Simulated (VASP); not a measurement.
Here is a VASP 6.6.1 calculation.

Contents of INCAR:

```
SYSTEM = Sc18Pt
ALGO = Normal
EDIFF = 1E-6
ENCUT = 520
GGA = PE
ISIF = 2
ISMEAR = -1
IVDW = 12
LASPH = .TRUE.
LCHARG = .FALSE.
LREAL = Auto
LWAVE = .FALSE.
NBANDS = 119
NELM = 80
PREC = Accurate
SIGMA = 0.05
```

Contents of KPOINTS:

```
k-points
0
G
  3 2 1
  0 0 0
```

The input POSCAR:

```
Sc18Pt
1.0
    6.6200000000      0.0000000000      0.0000000000
    4.9650000000      8.5996320000      0.0000000000
    0.0000000000      0.0000000000     16.2761400000
Sc Pt
18 1
Direct
    0.0000000000      0.0000000000      0.0614396288
    0.5000000000      0.0000000000      0.0614396288
    0.0000000000      0.3333333333      0.0614396288
    0.5000000000      0.3333333333      0.0614396288
    0.0000000000      0.6666666667      0.0614396288
    0.5000000000      0.6666666667      0.0614396288
   -0.1651315267      0.2223342813      0.2126680527
    0.3330971249      0.2215019201      0.2126000391
   -0.1650208273      0.5550229359      0.2152812030
    0.3350066069      0.5525001535      0.2170979114
   -0.1623147092      0.8834876888      0.2101745868
    0.3369779648      0.8845550600      0.2112927881
    0.0021544087     -0.0052326658      0.3619106864
    0.5074750908     -0.0048747435      0.3623808225
    0.0033235007      0.3313134795      0.3658604559
    0.5121300104      0.3174059076      0.3732424273
   -0.0027280687      0.6676841521      0.3717587217
    0.5081486561      0.6603780255      0.3688404007
    0.6944988703      0.0768681730      0.4729228183
```

Potentials or basis: VASP PAW PBE potentials, release 64 (Sc_sv, Pt).

Command:

```console
$ cat potpaw_PBE.64/Sc_sv/POTCAR potpaw_PBE.64/Pt/POTCAR > POTCAR
$ mpirun -np 1 vasp_std > vasp.out
```

Task: What does it give for the largest force?

Result: 0.131 eV/Å.

Task: What does it give for the dispersion energy per atom?

Result: -0.282 eV.

Task: Estimate the band gap on the k mesh.

Result: Zero (bands 104 and 105 overlap by 0.05 eV).

Forces in eV/Å, atoms in the order of the input:
```
Sc   0.033 -0.017 -0.043
Sc  -0.026 -0.032 -0.050
Sc   0.003  0.045  0.035
Sc   0.003  0.042 -0.054
Sc   0.023 -0.089 -0.008
Sc  -0.019 -0.047  0.065
Sc   0.000 -0.001  0.000
Sc  -0.001 -0.003  0.003
Sc  -0.004 -0.005 -0.001
Sc   0.004  0.000 -0.012
Sc  -0.002  0.000  0.006
Sc   0.001  0.002  0.007
Sc   0.009 -0.006 -0.001
Sc  -0.015 -0.011 -0.003
Sc  -0.005 -0.009  0.017
Sc   0.002  0.037 -0.025
Sc  -0.001 -0.012 -0.013
Sc   0.000 -0.005  0.006
Pt  -0.004  0.110  0.070
```

Caveat: the k points lie up to 0.37 Å⁻¹ apart; there is no dipole correction, which matters where the two faces differ; spin-orbit coupling is left out, which moves the levels of the heavy elements.
